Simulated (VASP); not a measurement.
Input of a VASP 6.6.1 run:

INCAR

```
SYSTEM = Cs
PREC     = Accurate       ! precision mode
ENCUT    = 520            ! plane-wave cutoff, eV
EDIFF    = 1E-6           ! SCF threshold, eV
ISMEAR   = 0              ! smearing method
SIGMA    = 0.15           ! smearing width, eV
LREAL    = .FALSE.        ! projectors in reciprocal space
LASPH    = .TRUE.         ! aspherical terms in the spheres
NELM     = 60             ! most SCF steps
ALGO     = Fast           ! electronic algorithm
ISIF     = 2              ! what is computed and relaxed
LWAVE    = .FALSE.        ! write WAVECAR
LCHARG   = .FALSE.        ! write CHGCAR
GGA      = PE             ! functional
NBANDS   = 10             ! bands
```

The input KPOINTS:

```
regular mesh
0
G
  12 12 12
  0 0 0
```

The input POSCAR:

```
Cs
1.0
   -2.9016000000      2.9016000000      3.1434000000
    2.9016000000     -2.9016000000      3.1434000000
    2.9016000000      2.9016000000     -3.1434000000
Cs
1
Direct
    0.0000000000      0.0000000000      0.0000000000
```

Potentials or basis: VASP PAW PBE potentials, release 64 (Cs_sv).

Launch:

```console
$ cat potpaw_PBE.64/Cs_sv/POTCAR > POTCAR
$ mpirun -np 1 vasp_std > vasp.out
```

(1) Estimate the pressure.

## Answers

(1) 0.2 GPa.

Caveat: the cell differs from its parent crystal (strain -0.040 along x and y, +0.040 along z).
